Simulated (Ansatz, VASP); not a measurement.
**Tl: VASP beside Ansatz**

The input INCAR:

```
PREC = Accurate
ENCUT = 520
EDIFF = 1E-7
ISMEAR = 0
SIGMA = 0.15
LREAL = False
LASPH = True
NELM = 60
ALGO = Fast
ISIF = 2
LWAVE = False
LCHARG = False
GGA = PE
IVDW = 12
NBANDS = 12
```

The input KPOINTS:

```
regular mesh
0
Gamma
  18 18 18
```

The input POSCAR:

```
Tl
1.0
    0.0000000000      2.6793017603      2.0898553730
    2.6793017603      0.0000000000      2.0898553730
    2.6793017603      2.6793017603      0.0000000000
Tl
1
Direct
    0.0000000000      0.0000000000      0.0000000000
```

Input for Ansatz:

```yaml
crystal:
  lattice:
    - [0.0, 2.6793017603, 2.089855373]
    - [2.6793017603, 0.0, 2.089855373]
    - [2.6793017603, 2.6793017603, 0.0]
  atoms:
    - { symbol: Tl, position: [0.0, 0.0, 0.0] }
basis:
  ecutwfc: 420
kpoints:
  mp_grid: { grid: [18, 18, 18] }
hamiltonian:
  xc: pbe
  dispersion: d3bj
scf:
  occupations: { method: gaussian, width: 0.15 }
output:
  forces: true
  stress: true
  eigenvalues: true
```

Alike in both runs: task single point; functional PBE; dispersion D3(BJ); k mesh 18 × 18 × 18; occupations gaussian, width 0.15 eV; no spin polarisation.

|  | VASP | Ansatz |
| --- | --- | --- |
| version | VASP 6.6.1 | Ansatz 0.2.0 |
| potentials or method | VASP PAW PBE potentials, release 64 (Tl_d), cutoff 520 eV | scalar-relativistic, plane waves, PAW |
| valence electrons in the cell | 13 | 13 |

|  | VASP | Ansatz | Ansatz less VASP |
| --- | --- | --- | --- |
| gap on the k mesh at the Fermi level (eV) | none | none | - |
| pressure (GPa) | -0.5 | -0.4 | +0.06 |
| traceless stress, the component that is largest in VASP (GPa) | -0.44 | -0.44 | +0.002 |

A gap of «none» marks a metal or a gap that the smearing closes.

Spin-orbit coupling is off throughout.
